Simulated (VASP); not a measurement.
# Rb2PtAuF6 (Fm-3m) in VASP: further runs

The runs below take Rb2PtAuF6 through single point, relaxation of cell and atoms, with PBE.

Program: VASP 6.6.1. These are calculated values, not measurements. Logs are shortened: lines on timing, memory, paths and dates and some standing lists are left out, and cuts for length are marked.

**1. The cell of the first run**

It takes space group Fm-3m (No. 225, cubic). The conventional cell has a = 9.055 Å, b = 9.055 Å, c = 9.055 Å, α = 90.00°, β = 90.00°, γ = 90.00°. Au (site symmetry m-3m) has 6 F at 2.46 Å within 3.3 Å. Within 2.7 Å of Pt (site symmetry m-3m) lie 6 F at 2.06 Å. Rb (site symmetry -43m) has 12 F at 3.21 Å and 4 Au at 3.92 Å and 4 Pt at 3.92 Å within 4.2 Å. F (site symmetry 4mm) has 1 Pt at 2.06 Å and 1 Au at 2.46 Å within 2.7 Å.

**2. Single point, PBE**

INCAR reads:

```
SYSTEM = Rb2PtAuF6
PREC = Accurate ; ENCUT = 520
EDIFF = 1E-7 ; ISMEAR = 0
SIGMA = 0.0718 ; LREAL = .FALSE.
LASPH = .TRUE. ; NELM = 60
ALGO = Normal ; ISIF = 2
LWAVE = .FALSE. ; LCHARG = .TRUE.
GGA = PE ; LELF = .TRUE.
LVHAR = .TRUE. ; NBANDS = 52
```

KPOINTS reads:

```
regular mesh
0
G
  5 5 5
  0 0 0
```

POSCAR reads:

```
Rb2PtAuF6
1.0
    0.0000000000      4.5275077071      4.5275077071
    4.5275077071      0.0000000000      4.5275077071
    4.5275077071      4.5275077071      0.0000000000
Au Pt Rb F
1 1 2 6
Direct
    0.5000000000      0.5000000000      0.5000000000
    0.0000000000      0.0000000000      0.0000000000
    0.2500000000      0.2500000000      0.2500000000
    0.7500000000      0.7500000000      0.7500000000
    0.7720386657      0.2279613343      0.2279613343
    0.2279613343      0.7720386657      0.2279613343
    0.2279613343      0.7720386657      0.7720386657
    0.7720386657      0.2279613343      0.7720386657
    0.2279613343      0.2279613343      0.7720386657
    0.7720386657      0.7720386657      0.2279613343
```

Potentials or basis: VASP PAW PBE potentials, release 64 (Au, Pt, Rb_sv, F).

Command:

```
cat potpaw_PBE.64/Au/POTCAR potpaw_PBE.64/Pt/POTCAR potpaw_PBE.64/Rb_sv/POTCAR potpaw_PBE.64/F/POTCAR > POTCAR
mpirun -np 1 vasp_std > vasp.out
```

OUTCAR:

```text
SYSTEM = Rb2PtAuF6
   PREC = Accurate
   ENCUT = 520
   EDIFF = 1E-7
   ISMEAR = 0
   LREAL = .FALSE.
   LASPH = .TRUE.
   NELM = 60
   ISIF = 2
   GGA = PE

 ion  position               nearest neighbor table
   1  0.500  0.500  0.500-   5 2.46   6 2.46   7 2.46   8 2.46   9 2.46  10 2.46   3 3.92   3 3.92
                             3 3.92   4 3.92   3 3.92   4 3.92   4 3.92   4 3.92
   2  0.000  0.000  0.000-   5 2.06   6 2.06   7 2.06   8 2.06   9 2.06  10 2.06   4 3.92   4 3.92
                             3 3.92   4 3.92   4 3.92   3 3.92   3 3.92   3 3.92
   3  0.250  0.250  0.250-   5 3.21   8 3.21  10 3.21   6 3.21   7 3.21  10 3.21   7 3.21   8 3.21
                             9 3.21   5 3.21   6 3.21   9 3.21   1 3.92   2 3.92   2 3.92   2 3.92
   4  0.750  0.750  0.750-   7 3.21   8 3.21  10 3.21   5 3.21   6 3.21  10 3.21   5 3.21   8 3.21
                             9 3.21   6 3.21   7 3.21   9 3.21   2 3.92   1 3.92   1 3.92   2 3.92
   5  0.772  0.228  0.228-   2 2.06   1 2.46   4 3.21   4 3.21   3 3.21   3 3.21
   6  0.228  0.772  0.228-   2 2.06   1 2.46   4 3.21   4 3.21   3 3.21   3 3.21
   7  0.228  0.772  0.772-   2 2.06   1 2.46   4 3.21   4 3.21   3 3.21   3 3.21
   8  0.772  0.228  0.772-   2 2.06   1 2.46   4 3.21   4 3.21   3 3.21   3 3.21
   9  0.228  0.228  0.772-   2 2.06   1 2.46   4 3.21   4 3.21   3 3.21   3 3.21
  10  0.772  0.772  0.228-   2 2.06   1 2.46   4 3.21   4 3.21   3 3.21   3 3.21

  LATTYP: Found a face centered cubic cell.
 ALAT       =     9.0550154142

  Lattice vectors:

 A1 = (   0.0000000000,   4.5275077071,   4.5275077071)
 A2 = (   4.5275077071,   0.0000000000,   4.5275077071)
 A3 = (   4.5275077071,   4.5275077071,   0.0000000000)

Analysis of symmetry for initial positions (statically):
=====================================================================
 Subroutine PRICEL returns:
 Original cell was already a primitive cell.

 Routine SETGRP: Setting up the symmetry group for a
 face centered cubic supercell.

 Subroutine GETGRP returns: Found 48 space group operations
 (whereof 48 operations were pure point group operations)
 out of a pool of 48 trial point group operations.

The static configuration has the point symmetry O_h .

Analysis of symmetry for dynamics (positions and initial velocities):
=====================================================================
 Subroutine PRICEL returns:
 Original cell was already a primitive cell.

 Routine SETGRP: Setting up the symmetry group for a
 face centered cubic supercell.

 Subroutine GETGRP returns: Found 48 space group operations
 (whereof 48 operations were pure point group operations)
[... 115 lines left out ...]
   NUPDOWN=      -1.0000    fix difference up-down
   EMIN   =  10.00;   EMAX   =-10.00  energy-range for DOS
   EFERMI =   0.00;   METHOD = LEGACY
   ISMEAR =     0;   SIGMA  =   0.07  broadening in eV -4-tet -1-fermi 0-gaus
   EFERMI_NEDOS =   21; number of points for ismear=-14 and -15
   IALGO  =     38    algorithm
   IMIX   =      4    mixing-type and parameters
     AMIX     =   0.40;   BMIX     =  1.00
     AMIX_MAG =   1.60;   BMIX_MAG =  1.00
  volume/ion in A,a.u.               =      18.56       125.26
  Fermi-wavevector in a.u.,A,eV,Ry     =   1.241749  2.346566 20.979390  1.541942
  Thomas-Fermi vector in A             =   2.376134
   LORBIT       =      0    0 simple, 1 ext, 2 COOP (PROOUT), +10 PAW based schemes
   GGA     = PE    functional components
   LHFCALC =     F    Hartree Fock is set to
   AEXX    =    0.0000 exact exchange contribution
   IVDW    =     0    specifies the selected vdW correction
   LEPSILON=     F    determine dielectric tensor
   LRPA    =     F    only Hartree local field effects (RPA)
 non-spin polarized calculation
 Gauss-broadening in eV      SIGMA  =   0.07
  energy-cutoff  :      520.00
  volume of cell :      185.61
 maximum number of plane-waves:      5029
   NGX = 23   NGY = 23   NGZ = 23

 number of electron      81.0000063 magnetization

 Free energy of the ion-electron system (eV)
  ---------------------------------------------------
  ext. energy  EPLUGINS =         0.00000000
  ---------------------------------------------------
  free energy    TOTEN  =       -38.90907056 eV

  energy without entropy =      -38.90441731  energy(sigma->0) =      -38.90674393

 E-fermi :   1.6329     XC(G=0):  -8.9187

 val. band max:        1.5797480474   @ k =   0.4000   0.2000   0.0000
 cond. band min:       1.7779031950   @ k =  -0.4000   0.2000   0.0000
 fundamental gap:      0.1981551476
 Fermi energy:         1.6328793856

 k-point     1 :       0.0000    0.0000    0.0000
  band No.  band energies     occupation
      1     -24.6364      2.00000
      2     -24.6055      2.00000
      3     -21.9049      2.00000
      4     -21.6353      2.00000
      5     -21.6353      2.00000
      6     -21.5746      2.00000
[... 539 lines left out ...]
     51       9.5321      0.00000
     52       9.8373      0.00000

------------------------ aborting loop because EDIFF is reached ----------------------------------------

  FORCE on cell =-STRESS in cart. coord.  units (eV):
  Direction    XX          YY          ZZ          XY          YZ          ZX
  --------------------------------------------------------------------------------------
  -------------------------------------------------------------------------------------
  Total       -0.0593581     -0.0593581     -0.0593581      0.0000000      0.0000000     -0.0000000
  in kB       -0.5123694     -0.5123694     -0.5123694      0.0000000      0.0000000     -0.0000000
  external PRESSURE =      -0.5123694 kB  Pullay stress =       0.0000000 kB

 VOLUME and BASIS-vectors are now :
 -----------------------------------------------------------------------------
  energy-cutoff  :      520.00
  volume of cell :      185.61
      direct lattice vectors                 reciprocal lattice vectors
     0.000000000  4.527507707  4.527507707    -0.110436035  0.110436035  0.110436035
     4.527507707  0.000000000  4.527507707     0.110436035 -0.110436035  0.110436035
     4.527507707  4.527507707  0.000000000     0.110436035  0.110436035 -0.110436035

 POSITION                                       TOTAL-FORCE (eV/Angst)
 -----------------------------------------------------------------------------------
      4.52751      4.52751      4.52751        -0.000000      0.000000      0.000000
      0.00000      0.00000      0.00000        -0.000000      0.000000     -0.000000
      2.26375      2.26375      2.26375        -0.000000     -0.000000     -0.000000
      6.79126      6.79126      6.79126         0.000000     -0.000000      0.000000
      2.06419      4.52751      4.52751         0.082253      0.000000      0.000000
      4.52751      2.06419      4.52751        -0.000000      0.082253      0.000000
      6.99082      4.52751      4.52751        -0.082253      0.000000      0.000000
      4.52751      6.99082      4.52751        -0.000000     -0.082253      0.000000
      4.52751      4.52751      2.06419        -0.000000      0.000000      0.082253
      4.52751      4.52751      6.99082        -0.000000      0.000000     -0.082253
 -----------------------------------------------------------------------------------
    total drift:                               -0.000000     -0.000000      0.000000

  FREE ENERGIE OF THE ION-ELECTRON SYSTEM (eV)
  ---------------------------------------------------
  free  energy   TOTEN  =       -38.9090705595 eV

  energy  without entropy=      -38.9044173084  energy(sigma->0) =      -38.90674393
```

OSZICAR:

```text
N       E                     dE             d eps       ncg     rms          rms(c)
DAV:   1     0.586030539354E+03    0.58603E+03   -0.42169E+04  1048   0.144E+03
DAV:   2    -0.151675033484E+01   -0.58755E+03   -0.56144E+03  1204   0.337E+02
DAV:   3    -0.439440482239E+02   -0.42427E+02   -0.41963E+02  1260   0.908E+01
DAV:   4    -0.453548148539E+02   -0.14108E+01   -0.14077E+01  1488   0.135E+01
DAV:   5    -0.453770207057E+02   -0.22206E-01   -0.22200E-01  1352   0.164E+00    0.250E+01
DAV:   6    -0.412018136664E+02    0.41752E+01   -0.44978E+01  1088   0.305E+01    0.358E+01
DAV:   7    -0.392999022991E+02    0.19019E+01   -0.57319E+00  1120   0.155E+01    0.135E+01
DAV:   8    -0.390157577304E+02    0.28414E+00   -0.21118E+00  1112   0.834E+00    0.104E+01
DAV:   9    -0.389665915029E+02    0.49166E-01   -0.27905E-01  1168   0.284E+00    0.330E+00
DAV:  10    -0.389081710105E+02    0.58420E-01   -0.14161E-01  1208   0.237E+00    0.808E-01
DAV:  11    -0.389089408969E+02   -0.76989E-03   -0.18514E-02  1180   0.563E-01    0.178E-01
DAV:  12    -0.389090739520E+02   -0.13306E-03   -0.16566E-03  1248   0.239E-01    0.103E-01
DAV:  13    -0.389090564612E+02    0.17491E-04   -0.34278E-04  1156   0.112E-01    0.200E-02
DAV:  14    -0.389090693327E+02   -0.12871E-04   -0.27159E-05  1144   0.304E-02    0.764E-03
DAV:  15    -0.389090706258E+02   -0.12931E-05   -0.28649E-06  1240   0.915E-03    0.466E-03
DAV:  16    -0.389090705595E+02    0.66329E-07   -0.18822E-07   936   0.224E-03
   1 F= -.38909071E+02 E0= -.38906744E+02  d E =-.465325E-02
```

Wall time 88 s (1 thread of AMD EPYC 9R45 (Zen 5), shared host); peak memory 0.34 GiB.

Results:

* Free energy: -38.9091 eV
* Pressure: -0.1 GPa
* Largest force: 0.082 eV/Å

Forces in eV/Å, atoms in the order of the input:
```
Au   0.000  0.000  0.000
Pt   0.000  0.000  0.000
Rb   0.000  0.000  0.000
Rb   0.000  0.000  0.000
F    0.082  0.000  0.000
F    0.000  0.082  0.000
F   -0.082  0.000  0.000
F    0.000 -0.082  0.000
F    0.000  0.000  0.082
F    0.000  0.000 -0.082
```

Caveat: spin-orbit coupling is left out, which moves the levels of the heavy elements; an odd number of electrons without spin polarisation forces a metal; a magnetic or distorted state may lie lower.

**3. Relaxation of cell and atoms, PBE**

This run uses another cell than the first one, of 15.38 Å³/atom, 0.829 times its volume.

INCAR reads:

```
PREC = Accurate
ENCUT = 600
EDIFF = 1E-7
ISMEAR = 0
SIGMA = 0.0718
LREAL = False
LASPH = True
NELM = 100
ALGO = Normal
ISIF = 3
LWAVE = False
LCHARG = False
GGA = PE
IBRION = 2
NSW = 80
EDIFFG = -0.03
```

KPOINTS reads:

```
regular mesh
0
Gamma
  5 5 5
```

POSCAR reads:

```
Rb2PtAuF6
1.0
    0.0000000000      4.2525210000      4.2525210000
    4.2525210000      0.0000000000      4.2525210000
    4.2525210000      4.2525210000      0.0000000000
Au Pt Rb F
1 1 2 6
Direct
    0.5000000000      0.5000000000      0.5000000000
    0.0000000000      0.0000000000      0.0000000000
    0.2500000000      0.2500000000      0.2500000000
    0.7500000000      0.7500000000      0.7500000000
    0.7660000000      0.2340000000      0.2340000000
    0.2340000000      0.7660000000      0.2340000000
    0.2340000000      0.7660000000      0.7660000000
    0.7660000000      0.2340000000      0.7660000000
    0.2340000000      0.2340000000      0.7660000000
    0.7660000000      0.7660000000      0.2340000000
```

Potentials or basis: VASP PAW PBE potentials, release 64 (Au, Pt, Rb_sv, F).

Command:

```
cat potpaw_PBE.64/Au/POTCAR potpaw_PBE.64/Pt/POTCAR potpaw_PBE.64/Rb_sv/POTCAR potpaw_PBE.64/F/POTCAR > POTCAR
mpirun -np 1 vasp_std > vasp.out
```

Wall time 6.6 min (1 thread of AMD EPYC 9R45 (Zen 5), shared host); peak memory 0.37 GiB.

The run converged. Its results:

```yaml
Free_energy: -38.8758 eV
Relaxed_volume: 18.40 Å³/atom
Relaxed_cell: a = 6.384 Å, b = 6.384 Å, c = 6.384 Å, α = 60.00°, β = 60.00°, γ = 60.00°
Space_group_after_relaxing_to_0.05_Å: Fm-3m (No. 225)
Energy_gained_by_relaxing: 112.3 meV/atom
Ionic_steps: 7
Pressure_after_relaxing: 0.0 GPa
Largest_force_after_relaxing: 0.005 eV/Å
```

Forces in eV/Å, atoms in the order of the input:
```
Au   0.000  0.000  0.000
Pt   0.000  0.000  0.000
Rb   0.000  0.000  0.000
Rb   0.000  0.000  0.000
F   -0.005  0.000  0.000
F    0.000 -0.005  0.000
F    0.005  0.000  0.000
F    0.000  0.005  0.000
F    0.000  0.000 -0.005
F    0.000  0.000  0.005
```

Step by step:
| step | energy change (eV) | largest force (eV/Å) | pressure (GPa) | volume (Å³) |
| --- | --- | --- | --- | --- |
| 1 | 0.0000 | 0.7729 | 15.30 | 153.80 |
| 2 | -0.9244 | 0.5667 | -3.16 | 188.88 |
| 3 | -1.0544 | 0.3258 | 0.42 | 177.98 |
| 4 | -1.0544 | 0.3396 | 0.23 | 178.49 |
| 5 | -1.0825 | 0.2632 | 0.09 | 179.72 |
| 6 | -1.1226 | 0.0369 | -0.04 | 183.45 |
| 7 | -1.1233 | 0.0052 | -0.04 | 183.97 |

Final structure:
```
Au Pt Rb F
1.0
     0.00000    4.51411    4.51411
     4.51411    0.00000    4.51411
     4.51411    4.51411    0.00000
Au Pt Rb F
1 1 2 6
Direct
  0.50000 0.50000 0.50000
  0.00000 0.00000 0.00000
  0.25000 0.25000 0.25000
  0.75000 0.75000 0.75000
  0.77009 0.22991 0.22991
  0.22991 0.77009 0.22991
  0.22991 0.77009 0.77009
  0.77009 0.22991 0.77009
  0.22991 0.22991 0.77009
  0.77009 0.77009 0.22991
```

Levels at points of the mesh, in eV from the Fermi level:
| k point | band 36 | band 37 | band 38 | band 39 | band 40 | band 41 | band 42 | band 43 | band 44 | band 45 |
| --- | --- | --- | --- | --- | --- | --- | --- | --- | --- | --- |
| (0.00, 0.00, 0.00) | -2.01 | -2.01 | -1.39 | -1.39 | -1.39 | 0.25 | 1.20 | 1.20 | 5.30 | 5.45 |

Caveat: the volume moved by over 15 % at a fixed basis, so the end points are rough; spin-orbit coupling is left out, which moves the levels of the heavy elements; an odd number of electrons without spin polarisation forces a metal; a magnetic or distorted state may lie lower.
